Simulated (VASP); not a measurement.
# Y (P6_3/mmc) in VASP: a series of runs

Y is run at these levels: PBEsol; tasks: single point.

All numbers are computed with VASP 6.6.1; they aren't measurements. Logs are shortened: lines on timing, memory, paths and dates and some standing lists are left out, and cuts for length are marked.

### Step 1. The cell of the first run

It takes space group P6_3/mmc (No. 194, hexagonal). Conventional cell: a = 3.594 Å, b = 3.594 Å, c = 5.607 Å, α = 90.00°, β = 90.00°, γ = 120.00°. Y (site symmetry -6m2) has 12 Y at 3.49 to 3.59 Å within 4.6 Å.

### Step 2. Single point, PBEsol

Input file INCAR:

```
PREC = Accurate
ENCUT = 520
EDIFF = 1E-7
ISMEAR = -1
SIGMA = 0.1
LREAL = F
LASPH = T
NELM = 60
ALGO = Normal
ISIF = 2
LWAVE = F
LCHARG = F
GGA = PS
NBANDS = 18
```

Input file KPOINTS:

```
Automatic mesh
0
Gamma
  17 17 9
```

Input file POSCAR:

```
Y
1.0
    3.5944935351      0.0000000000      0.0000000000
   -1.7972467676      3.1129227151      0.0000000000
    0.0000000000      0.0000000000      5.6066676734
Y
2
Direct
    0.3333333333      0.6666666667      0.2500000000
    0.6666666667      0.3333333333      0.7500000000
```

Potentials or basis: VASP PAW PBE potentials, release 64 (Y_sv).

The run is started by

```bash
cat potpaw_PBE.64/Y_sv/POTCAR > POTCAR
mpirun -np 1 vasp_std > vasp.out
```

OUTCAR:

```text
PREC = Accurate
   ENCUT = 520
   EDIFF = 1E-7
   ISMEAR = -1
   LREAL = F
   LASPH = T
   NELM = 60
   ISIF = 2
   GGA = PS

 ion  position               nearest neighbor table
   1  0.333  0.667  0.250-   2 3.49   2 3.49   2 3.49   2 3.49   2 3.49   2 3.49
   2  0.667  0.333  0.750-   1 3.49   1 3.49   1 3.49   1 3.49   1 3.49   1 3.49

  LATTYP: Found a hexagonal cell.
 ALAT       =     3.5944935351
 C/A-ratio  =     1.5597935060

  Lattice vectors:

 A1 = (   3.5944935351,   0.0000000000,   0.0000000000)
 A2 = (  -1.7972467676,   3.1129227151,   0.0000000000)
 A3 = (   0.0000000000,   0.0000000000,   5.6066676734)

Analysis of symmetry for initial positions (statically):
=====================================================================
 Subroutine PRICEL returns:
 Original cell was already a primitive cell.

 Routine SETGRP: Setting up the symmetry group for a
 hexagonal supercell.

 Subroutine GETGRP returns: Found 24 space group operations
 (whereof 12 operations were pure point group operations)
 out of a pool of 24 trial point group operations.

The static configuration has the point symmetry D_3d.
 The point group associated with its full space group is D_6h.

Analysis of symmetry for dynamics (positions and initial velocities):
=====================================================================
 Subroutine PRICEL returns:
 Original cell was already a primitive cell.

 Routine SETGRP: Setting up the symmetry group for a
 hexagonal supercell.

 Subroutine GETGRP returns: Found 24 space group operations
 (whereof 12 operations were pure point group operations)
 out of a pool of 24 trial point group operations.

The dynamic configuration has the point symmetry D_3d.
 The point group associated with its full space group is D_6h.

 Subroutine INISYM returns: Found 24 space group operations
 (whereof 12 operations are pure point group operations),
 and found     1 'primitive' translations

----------------------------------------------------------------------------------------

                                     Primitive cell

  volume of cell :      62.7351

  direct lattice vectors                    reciprocal lattice vectors
     3.594493535  0.000000000  0.000000000     0.278203310  0.160620756  0.000000000
    -1.797246768  3.112922715  0.000000000     0.000000000  0.321241512  0.000000000
     0.000000000  0.000000000  5.606667673     0.000000000  0.000000000  0.178359064

[... 81 lines left out ...]
   ENCUT  =  520.0 eV  38.22 Ry    6.18 a.u.   6.68  6.68 10.42*2*pi/ulx,y,z
   NELM   =     60;   NELMIN=  2; NELMDL= -5     # of ELM steps
   EDIFF  = 0.1E-06   stopping-criterion for ELM
   LREAL  =      F    real-space projection
   EDIFFG = 0.1E-05   stopping-criterion for IOM
   NSW    =      0    number of steps for IOM
   IBRION =     -1    ionic relax: 0-MD 1-quasi-New 2-CG
   NFREE  =      0    steps in history (QN), initial steepest desc. (CG)
   ISIF   =      2    stress and relaxation
   ISYM   =      2    0-nonsym 1-usesym 2-fastsym
   POTIM  = 0.5000    time-step for ionic-motion
   TEBEG  =    0.0;   TEEND  =   0.0 temperature during run
   PSTRESS=    0.0 pullay stress
   NELECT =      22.0000    total number of electrons
   NUPDOWN=      -1.0000    fix difference up-down
   EMIN   =  10.00;   EMAX   =-10.00  energy-range for DOS
   EFERMI =   0.00;   METHOD = LEGACY
   ISMEAR =    -1;   SIGMA  =   0.10  broadening in eV -4-tet -1-fermi 0-gaus
   EFERMI_NEDOS =   21; number of points for ismear=-14 and -15
   IALGO  =     38    algorithm
   IMIX   =      4    mixing-type and parameters
     AMIX     =   0.40;   BMIX     =  1.00
     AMIX_MAG =   1.60;   BMIX_MAG =  1.00
  volume/ion in A,a.u.               =      31.37       211.68
  Fermi-wavevector in a.u.,A,eV,Ry     =   1.154460  2.181612 18.133534  1.332777
  Thomas-Fermi vector in A             =   2.291096
   LORBIT       =      0    0 simple, 1 ext, 2 COOP (PROOUT), +10 PAW based schemes
   GGA     = PS    functional components
   LHFCALC =     F    Hartree Fock is set to
   AEXX    =    0.0000 exact exchange contribution
   IVDW    =     0    specifies the selected vdW correction
   LEPSILON=     F    determine dielectric tensor
   LRPA    =     F    only Hartree local field effects (RPA)
 non-spin polarized calculation
  energy-cutoff  :      520.00
  volume of cell :       62.74
 maximum number of plane-waves:      1731
 NGX is ok and might be reduce to    28
   NGX = 13   NGY = 13   NGZ = 21

 number of electron      22.0000002 magnetization

 Free energy of the ion-electron system (eV)
  ---------------------------------------------------
  ext. energy  EPLUGINS =         0.00000000
  ---------------------------------------------------
  free energy    TOTEN  =       -13.69987476 eV

  energy without entropy =      -13.58201409  energy(sigma->0) =      -13.64094443

 E-fermi :   3.1065     XC(G=0):  -9.7145

 val. band max:        3.1059641451   @ k =   0.3529   0.0000   0.4444
 cond. band min:       3.1078827776   @ k =   0.2941   0.1765   0.2222
 fundamental gap:      0.0019186325
 Fermi energy:         3.1064994590

 k-point     1 :       0.0000    0.0000    0.0000
  band No.  band energies     occupation
      1     -39.3740      2.00000
      2     -39.2815      2.00000
      3     -19.7405      2.00000
      4     -19.1767      2.00000
      5     -19.1767      2.00000
      6     -19.0694      2.00000
[... 481 lines left out ...]
      5     -19.4091      2.00000
      6     -19.2490      2.00000
[... 10 lines left out ...]
     17       6.8108      0.00000
     18       7.5101      0.00000

 [... further k-points ...]

------------------------ aborting loop because EDIFF is reached ----------------------------------------

  FORCE on cell =-STRESS in cart. coord.  units (eV):
  Direction    XX          YY          ZZ          XY          YZ          ZX
  --------------------------------------------------------------------------------------
  -------------------------------------------------------------------------------------
  Total       -0.0478784     -0.0478784     -0.0313800      0.0000000     -0.0000000     -0.0000000
  in kB       -1.2227535     -1.2227535     -0.8014055      0.0000000     -0.0000000     -0.0000000
  external PRESSURE =      -1.0823041 kB  Pullay stress =       0.0000000 kB

 VOLUME and BASIS-vectors are now :
 -----------------------------------------------------------------------------
  energy-cutoff  :      520.00
  volume of cell :       62.74
      direct lattice vectors                 reciprocal lattice vectors
     3.594493535  0.000000000  0.000000000     0.278203310  0.160620756  0.000000000
    -1.797246768  3.112922715  0.000000000     0.000000000  0.321241512  0.000000000
     0.000000000  0.000000000  5.606667673     0.000000000  0.000000000  0.178359064

 POSITION                                       TOTAL-FORCE (eV/Angst)
 -----------------------------------------------------------------------------------
     -0.00000      2.07528      1.40167         0.000000     -0.000000      0.000000
      1.79725      1.03764      4.20500        -0.000000      0.000000      0.000000
 -----------------------------------------------------------------------------------
    total drift:                               -0.000000      0.000000     -0.000000

  FREE ENERGIE OF THE ION-ELECTRON SYSTEM (eV)
  ---------------------------------------------------
  free  energy   TOTEN  =       -13.6998747581 eV

  energy  without entropy=      -13.5820140946  energy(sigma->0) =      -13.64094443
```

OSZICAR:

```text
N       E                     dE             d eps       ncg     rms          rms(c)
DAV:   1     0.878074250356E+02    0.87807E+02   -0.11319E+04  5940   0.116E+03
DAV:   2    -0.651721185974E+01   -0.94325E+02   -0.92661E+02  7278   0.260E+02
DAV:   3    -0.139239019786E+02   -0.74067E+01   -0.73347E+01 10344   0.435E+01
DAV:   4    -0.141308745481E+02   -0.20697E+00   -0.20675E+00  7288   0.735E+00
DAV:   5    -0.141363116982E+02   -0.54372E-02   -0.54359E-02  8344   0.901E-01    0.342E+01
DAV:   6    -0.137742750552E+02    0.36204E+00   -0.44688E-01  6486   0.404E+00    0.211E+01
DAV:   7    -0.137132798010E+02    0.60995E-01   -0.87361E-01  8190   0.513E+00    0.180E+00
DAV:   8    -0.137002536220E+02    0.13026E-01   -0.14839E-01  7308   0.224E+00    0.766E-01
DAV:   9    -0.136998360364E+02    0.41759E-03   -0.43556E-03  7780   0.407E-01    0.300E-01
DAV:  10    -0.136998866798E+02   -0.50643E-04   -0.11194E-03  6764   0.285E-01    0.160E-01
DAV:  11    -0.136998770385E+02    0.96413E-05   -0.65544E-05  8802   0.611E-02    0.319E-02
DAV:  12    -0.136998737626E+02    0.32759E-05   -0.13822E-05  6832   0.307E-02    0.245E-02
DAV:  13    -0.136998746729E+02   -0.91036E-06   -0.34064E-06  6532   0.169E-02    0.242E-03
DAV:  14    -0.136998748501E+02   -0.17714E-06   -0.19626E-07  6654   0.265E-03    0.106E-03
DAV:  15    -0.136998747581E+02    0.91977E-07   -0.25768E-08  3542   0.129E-03
   1 F= -.13699875E+02 E0= -.13640944E+02  d E =-.117861E+00
```

stdout:

```text
POSCAR found type information on POSCAR Y
 POSCAR found :  1 types and       2 ions
 scaLAPACK will be used
 -----------------------------------------------------------------------------
|                                                                             |
|                                                                             |
|     You enforced a specific xc type in the INCAR file but a different       |
|     I HOPE YOU KNOW WHAT YOU ARE DOING!                                     |
|                                                                             |
 -----------------------------------------------------------------------------

 LDA part: xc-table for (Slater+PW92), standard interpolation
 POSCAR, INCAR and KPOINTS ok, starting setup
 FFT: planning ... GRIDC
 FFT: planning ... GRID_SOFT
 FFT: planning ... GRID
 WAVECAR not read
 entering main loop
```

It took 1.7 min on 1 thread of Intel Xeon Platinum 8488C (Sapphire Rapids), shared host; peak memory 0.31 GiB.

What came out:

```
Free energy            : -13.6999 eV
Pressure               : -0.1 GPa
Band gap on the k mesh : zero (bands 11 and 12 overlap by 1.56 eV)
```

Caveat: the PAW data sets were made with another functional, which shifts forces and pressure a little.

### Step 3. Single point, PBEsol, non-collinear spin, zero start, spin-orbit coupling

Input file INCAR:

```
SYSTEM = Y
  ALGO = Normal
  EDIFF = 1E-7
  ENCUT = 520
  GGA = PS
  GGA_COMPAT = .False.
  ISIF = 2
  ISMEAR = -1
  LASPH = .True.
  LCHARG = .False.
  LMAXMIX = 4
  LORBIT = 11
  LORBMOM = .True.
  LREAL = .False.
  LSORBIT = .True.
  LWAVE = .False.
  MAGMOM = 0 0 0 0 0 0
  NBANDS = 34
  NELM = 150
  PREC = Accurate
  SIGMA = 0.1
```

Input file KPOINTS:

```
k-points
0
Gamma
  10 10 6
  0 0 0
```

POSCAR is that of step 2.

Potentials or basis: VASP PAW PBE potentials, release 64 (Y_sv).

The run is started by

```bash
cat potpaw_PBE.64/Y_sv/POTCAR > POTCAR
mpirun -np 1 vasp_ncl > vasp.out
```

Run time: 3.3 min. Hardware: 1 thread of Intel Xeon Platinum 8488C (Sapphire Rapids), shared host; peak memory 0.41 GiB.

The run converged. Its results:

```yaml
Free_energy: -13.7995 eV
Pressure: -0.1 GPa
Net_moment: 0.00 μB per cell
Valence_electrons_inside_the_program's_atomic_spheres: Y 9.50
```

Moments on the atoms (μB; x, y, z):
```
Y   0.00 0.00 0.00
Y   0.00 0.00 0.00
```

Caveat: the PAW data sets were made with another functional, which shifts forces and pressure a little.
